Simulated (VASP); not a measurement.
Wanted: the native input for a VASP 6.6.1 run.

```
Task                   : single point
Functional             : r2SCAN
Potentials or basis    : VASP PAW PBE potentials, release 64 (Cu)
Cutoff                 : 520 eV
k mesh                 : 24 × 24 × 24
Occupations            : gaussian, width 0.15 eV
Spin                   : no spin polarisation
Dipole correction      : no
Further INCAR settings : ALGO = Normal; EDIFF = 1e-06; NBANDS = 12
```

Cu:

```
Cu
1.0
    -1.40672    1.40672    1.44489
     1.40672   -1.40672    1.44489
     1.40672    1.40672   -1.44489
Cu
1
Cartesian
  0.0000 0.0000 0.0000
```

This cell differs from its parent crystal: strain -0.025 along x and y, +0.050 along z.

One way to write it, as run:

POSCAR

```
Cu
1.0
   -1.4067234870      1.4067234870      1.4448855225
    1.4067234870     -1.4067234870      1.4448855225
    1.4067234870      1.4067234870     -1.4448855225
Cu
1
Direct
    0.0000000000      0.0000000000      0.0000000000
```

INCAR.step1

```
SYSTEM = Cu
PREC = Accurate
ENCUT = 520
ISMEAR = 0
SIGMA = 0.15
LREAL = .FALSE.
LASPH = .TRUE.
NELM = 80
NBANDS = 12
GGA = PE
ALGO = Normal
EDIFF = 1E-4
LWAVE = .TRUE.
LCHARG = .FALSE.
```

INCAR.step2

```
SYSTEM = Cu
PREC = Accurate
ENCUT = 520
EDIFF = 1E-6
ISMEAR = 0
SIGMA = 0.15
LREAL = .FALSE.
LASPH = .TRUE.
NELM = 80
ALGO = Normal
ISIF = 2
LWAVE = .FALSE.
LCHARG = .TRUE.
METAGGA = R2SCAN
LMIXTAU = .TRUE.
LELF = .TRUE.
LVHAR = .TRUE.
NBANDS = 12
ISTART = 1
```

KPOINTS

```
Automatic mesh
0
G
  24 24 24
  0 0 0
```

Potentials or basis: VASP PAW PBE potentials, release 64 (Cu).

Launch:

```console
$ cat potpaw_PBE.64/Cu/POTCAR > POTCAR
$ cp INCAR.step1 INCAR
$ mpirun -np 1 vasp_std > vasp.out
$ cp INCAR.step2 INCAR
$ mpirun -np 1 vasp_std > vasp.out
```

Results of the run:

```json
{
 "Pressure": "1.2 GPa",
 "Band gap on the k mesh": "zero (an odd number of electrons rules out a gap without spin polarisation)"
}
```

Caveat: the cell differs from its parent crystal (strain -0.025 along x and y, +0.050 along z); the PAW data sets were made with another functional, which shifts forces and pressure a little.

Run time: 3.2 min on 1 thread of Intel(R) Xeon(R) 6975P-C (Granite Rapids) (shared host), peak memory 0.24 GiB.
